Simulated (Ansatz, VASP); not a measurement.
# WS3 in VASP and in Ansatz

The input INCAR:

```
ALGO = Fast
EDIFF = 1E-7
EDIFFG = -0.01
ENCUT = 600
GGA = PE
IBRION = 2
ISIF = 3
ISMEAR = 0
ISPIN = 2
LASPH = True
LCHARG = False
LMAXMIX = 4
LORBIT = 11
LREAL = False
LWAVE = False
MAGMOM = 0.26 0.18 0.18 0.18
NELM = 150
NSW = 100
PREC = Accurate
SIGMA = 0.1
```

The input KPOINTS:

```
k-points
0
Gamma
  12 12 12
```

Contents of POSCAR:

```
WS3
1.0
    3.9348172672      0.0000000000      0.0000000000
    0.0000000000      3.9348172672      0.0000000000
    0.0000000000      0.0000000000      3.9348172672
W S
1 3
Direct
    0.0000000000      0.0000000000      0.0000000000
    0.0000000000      0.5000000000      0.5000000000
    0.5000000000      0.0000000000      0.5000000000
    0.5000000000      0.5000000000      0.0000000000
```

Input for Ansatz:

```yaml
crystal:
  lattice:
    - [3.9348172672, 0.0, 0.0]
    - [0.0, 3.9348172672, 0.0]
    - [0.0, 0.0, 3.9348172672]
  atoms:
    - { symbol: W, position: [0.0, 0.0, 0.0], spin: 0.26 }
    - { symbol: S, position: [0.0, 0.5, 0.5], spin: 0.18 }
    - { symbol: S, position: [0.5, 0.0, 0.5], spin: 0.18 }
    - { symbol: S, position: [0.5, 0.5, 0.0], spin: 0.18 }
basis:
  ecutwfc: 420
kpoints:
  mp_grid: { grid: [12, 12, 12] }
hamiltonian:
  xc: pbe
scf:
  occupations: { method: gaussian, width: 0.1 }
output:
  forces: true
  stress: true
  eigenvalues: true
  populations: true
magnetization:
  spin_polarized: true
relax:
  adjacent_minimum: "off"
  f_tol: 0.01
  max_steps: 80
  cell: { stress_tol: 0.05 }
```

Alike in both runs: task relaxation of cell and atoms; functional PBE; k mesh 12 × 12 × 12; occupations gaussian, width 0.1 eV; collinear spin.

|  | VASP | Ansatz |
| --- | --- | --- |
| version | VASP 6.6.1 | Ansatz 0.2.0 |
| potentials or method | VASP PAW PBE potentials, release 64 (W_sv, S), cutoff 600 eV | scalar-relativistic, plane waves, PAW |
| valence electrons in the cell | 32 | 32 |

Ansatz gave:

```
gap on the k mesh at the Fermi level, each at its own relaxed structure (eV) : none
net moment per atom (μB)                                                     : 0.25
size of the moment on the site where the two differ most (μB)                : 0.83
relaxed volume (Å³/atom)                                                     : 15.33
relaxed cell length with the largest relative difference (Å)                 : 3.943
```

Q: Estimate VASP's values.

A: gap on the k mesh at the Fermi level, each at its own relaxed structure (eV): none; net moment per atom (μB): 0.00; size of the moment on the site where the two differ most (μB): 0.00; relaxed volume (Å³/atom): 15.19; relaxed cell length with the largest relative difference (Å): 3.932.

The net moments are unlike, so the other rows may belong to different states. Site moments also hang on the region over which each program counts them. A gap of «none» marks a metal or a gap that the smearing closes.

Neither program's run includes spin-orbit coupling.
